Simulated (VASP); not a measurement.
A run of VASP 6.6.1 is set up as follows.

INCAR

```
  PREC = Accurate
  ENCUT = 520
  EDIFF = 1E-6
  ISMEAR = 0
  SIGMA = 0.1
  LREAL = False
  LASPH = True
  NELM = 100
  ALGO = Normal
  ISIF = 2
  LWAVE = False
  LCHARG = False
  GGA = PE
  NBANDS = 36
```

File KPOINTS:

```
regular mesh
0
Gamma
  4 4 4
```

The input POSCAR:

```
Zn3SnO
1.0
    5.0872065693      0.0000000000      0.0000000000
    0.0000000000      5.0872065693      0.0000000000
    0.0000000000      0.0000000000      5.0872065693
Zn Sn O
3 1 1
Direct
    0.0000000000      0.5000000000      0.5000000000
    0.5000000000      0.0000000000      0.5000000000
    0.5000000000      0.5000000000      0.0000000000
    0.5000000000      0.5000000000      0.5000000000
    0.0000000000      0.0000000000      0.0000000000
```

Potentials or basis: VASP PAW PBE potentials, release 64 (Zn, Sn_d, O).

Command:

```console
$ cat potpaw_PBE.64/Zn/POTCAR potpaw_PBE.64/Sn_d/POTCAR potpaw_PBE.64/O/POTCAR > POTCAR
$ mpirun -np 1 vasp_std > vasp.out
```

What does it give for the pressure?

0.1 GPa.

What does it give for the band gap on the k mesh?

Zero (bands 28 and 29 overlap by 0.23 eV).

Caveat: semilocal functionals underestimate gaps, so a narrow gap can read as zero; spin-orbit coupling is left out, which moves the levels of the heavy elements.
